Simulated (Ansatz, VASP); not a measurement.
# Two plane-wave programs on MnSb

```
Mn Sb
1.0
     3.71957    0.00000    0.00000
    -1.85978    3.22124    0.00000
     0.00000    0.00000    5.18050
Mn Sb
2 2
Direct
  0.00000 0.00000 0.00000
  0.00000 0.00000 0.50000
  0.33333 0.66667 0.25000
  0.66667 0.33333 0.75000
```

Change from the starting cell: volume scaled by 0.72, no spin polarisation, PAW files.

Alike in both runs: task single point; functional PBEsol; k mesh 9 × 9 × 6; occupations fermi-dirac, width 0.1 eV; no spin polarisation.

|  | VASP | Ansatz |
| --- | --- | --- |
| version | VASP 6.6.1 | Ansatz 0.2.0 |
| potentials or method | VASP PAW PBE potentials, release 64 (Mn_pv, Sb) | PAW with Ansatz's default frozen-core files, scalar-relativistic |
| plane-wave cutoff (eV) | 520 | 420 |
| valence electrons in the cell | 36 | 60 |

|  | VASP | Ansatz | Ansatz less VASP |
| --- | --- | --- | --- |
| pressure (GPa) | 16.7 | 16.7 | -0.03 |
| traceless stress, the component that is largest in VASP (GPa) | -7.79 | -8.03 | -0.236 |

VASP's potentials were made for PBE, not for PBEsol. With one functional, cell and mesh, what is left measures potentials, basis and numerics. VASP's potentials hold 36 valence electrons a cell and Ansatz's 60, so a difference there can come from the potentials and not from the codes.

Neither program's run includes spin-orbit coupling.
